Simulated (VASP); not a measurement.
Write the native input for VASP 6.6.1 that does the following.

```
Task                   : single point
Functional             : LDA
Potentials or basis    : VASP PAW LDA potentials, release 64 (Na_pv, Li_sv, I, Cl)
Cutoff                 : 520 eV
k mesh                 : 6 × 6 × 4
Occupations            : gaussian, width 0.05 eV
Spin                   : no spin polarisation
Dipole correction      : no
Further INCAR settings : ALGO = Normal; EDIFF = 1e-06; NBANDS = 20
```

The structure of NaLiICl lies in POSCAR:

```
NaLiICl
1.0
    3.7643051200      0.0000000000      0.0000000000
    0.0000000000      3.7643051200      0.0000000000
    0.0000000000      0.0000000000      5.9667302400
Na Li I Cl
1 1 1 1
Direct
    0.5000000000      0.5000000000      0.5000000000
    0.0000000000      0.0000000000      0.0000000000
    0.5000000000      0.5000000000      0.0000000000
    0.0000000000      0.0000000000      0.5000000000
```

This cell differs from its parent crystal: strain -0.080 along x and y, -0.040 along z.

The input as run:

INCAR

```
PREC = Accurate
ENCUT = 520
EDIFF = 1E-6
ISMEAR = 0
SIGMA = 0.05
LREAL = F
LASPH = T
NELM = 60
ALGO = Normal
ISIF = 2
LWAVE = F
LCHARG = F
NBANDS = 20
```

KPOINTS

```
Automatic mesh
0
Gamma
  6 6 4
```

Potentials or basis: VASP PAW LDA potentials, release 64 (Na_pv, Li_sv, I, Cl).

Command:

```sh
$ cat potpaw_LDA.64/Na_pv/POTCAR potpaw_LDA.64/Li_sv/POTCAR potpaw_LDA.64/I/POTCAR potpaw_LDA.64/Cl/POTCAR > POTCAR
$ mpirun -np 1 vasp_std > vasp.out
```

Results of the run:

```
Band gap on the k mesh : 4.06 eV, direct
```

Caveat: the cell differs from its parent crystal (strain -0.080 along x and y, -0.040 along z); spin-orbit coupling is left out, which moves the levels of the heavy elements.

It took 14 s on 1 thread of Intel(R) Xeon(R) 6975P-C (Granite Rapids), on a shared host, peak memory 0.19 GiB.
